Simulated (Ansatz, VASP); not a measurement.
BaTiO3 in VASP and in Ansatz

The input INCAR:

```
PREC = Accurate
ENCUT = 520
EDIFF = 1E-7
ISMEAR = -1
SIGMA = 0.05
LREAL = F
LASPH = T
NELM = 100
ALGO = Normal
ISIF = 2
LWAVE = F
LCHARG = F
GGA = PE
NBANDS = 28
```

File KPOINTS:

```
Automatic mesh
0
Gamma
  8 8 8
```

Contents of POSCAR:

```
BaTiO3
1.0
    4.0073000000     -0.0400730000     -0.0400730000
   -0.0400730000      4.0073000000     -0.0400730000
   -0.0400730000     -0.0400730000      4.0073000000
Ba Ti O
1 1 3
Direct
    0.5000000000      0.5000000000      0.5000000000
    0.0000000000      0.0000000000      0.0000000000
    0.5000000000      0.0000000000      0.0000000000
    0.0000000000      0.5000000000      0.0000000000
    0.0000000000      0.0000000000      0.5000000000
```

Input for Ansatz:

```yaml
crystal:
  lattice:
    - [4.0073, -0.040073, -0.040073]
    - [-0.040073, 4.0073, -0.040073]
    - [-0.040073, -0.040073, 4.0073]
  atoms:
    - { symbol: Ba, position: [0.5, 0.5, 0.5] }
    - { symbol: Ti, position: [0.0, 0.0, 0.0] }
    - { symbol: O, position: [0.5, 0.0, 0.0] }
    - { symbol: O, position: [0.0, 0.5, 0.0] }
    - { symbol: O, position: [0.0, 0.0, 0.5] }
kpoints:
  mp_grid: { grid: [8, 8, 8] }
  band_path:
    path:
      - [0.0, 0.0, 0.0]
      - [0.5, 0.0, 0.0]
      - [0.5, -0.5, 0.5]
      - [0.4804921086, -0.5195078914, 0.4804921086]
      - [0.4804921086, 0.4804921086, 0.4804921086]
      - [0.0, 0.0, 0.0]
      - [0.5, -0.5, 0.0]
    npoints: 5
scf:
  occupations: { method: fermi_dirac, width: 0.05 }
hamiltonian:
  xc: pbe
  pseudopotentials: { kind: all_electron, lapw: { basis_error: 0.001 } }
output:
  forces: true
  stress: true
  eigenvalues: true
```

Change from the starting cell: equal xy, yz and zx shear strains of -2 %.

Alike in both runs: task single point; functional PBE; k mesh 8 × 8 × 8; occupations fermi-dirac, width 0.05 eV; no spin polarisation.

|  | VASP | Ansatz |
| --- | --- | --- |
| version | VASP 6.6.1 | Ansatz 0.2.0 |
| potentials or method | VASP PAW PBE potentials, release 64 (Ba_sv, Ti_sv, O), cutoff 520 eV | all-electron LAPW, scalar-relativistic |

VASP gave:

| Item | Value |
| --- | --- |
| pressure (GPa) | 3.4 |
| traceless stress, the component that is largest in VASP (GPa) | 2.52 |

Task: Which values does Ansatz return?

Result: Pressure (GPa): 1.6; traceless stress, the component that is largest in VASP (GPa): 2.45.

Ansatz ran all-electron here, and VASP with PAW potentials.

Neither program's run includes spin-orbit coupling.
